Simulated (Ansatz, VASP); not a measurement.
## Two plane-wave programs on Co2Si6Ni

```
Co Si Ni
1.0
     3.79374    0.00000    0.00000
    -1.89687    3.28547    0.00000
     0.00000    0.00000    9.34271
Co Si Ni
2 6 1
Direct
  0.66667 0.33333 0.83232
  0.33333 0.66667 0.16768
  0.00000 0.00000 0.75502
  0.33333 0.66667 0.41231
  0.66667 0.33333 0.08125
  0.66667 0.33333 0.58769
  0.00000 0.00000 0.24498
  0.33333 0.66667 0.91875
  0.00000 0.00000 0.50000
```

Alike in both runs: functional PBE; k mesh 12 × 12 × 4; occupations gaussian, width 0.1 eV; no spin polarisation.

Ansatz relaxed the structure, and its values are those at the end. VASP's run is a single point on that final structure, the one shown.

|  | VASP | Ansatz |
| --- | --- | --- |
| version | VASP 6.6.1 | Ansatz 0.2.0 |
| potentials or method | VASP PAW PBE potentials, release 64 (Co, Si, Ni), cutoff 520 eV | scalar-relativistic, plane waves, PAW |
| valence electrons in the cell | 52 | 76 |

```csv
,VASP,Ansatz,Ansatz less VASP
gap on the k mesh at the Fermi level (eV),none,none,-
pressure (GPa),-0.1,0.0,+0.09
rms of the force components (eV/Å),0.003,0.003,-0.0005
```

A gap of «none» marks a metal or a gap that the smearing closes. The functional is the same, so the differences come from potentials, cutoffs and numerics. VASP's potentials hold 52 valence electrons a cell and Ansatz's 76, so a difference there can come from the potentials and not from the codes.
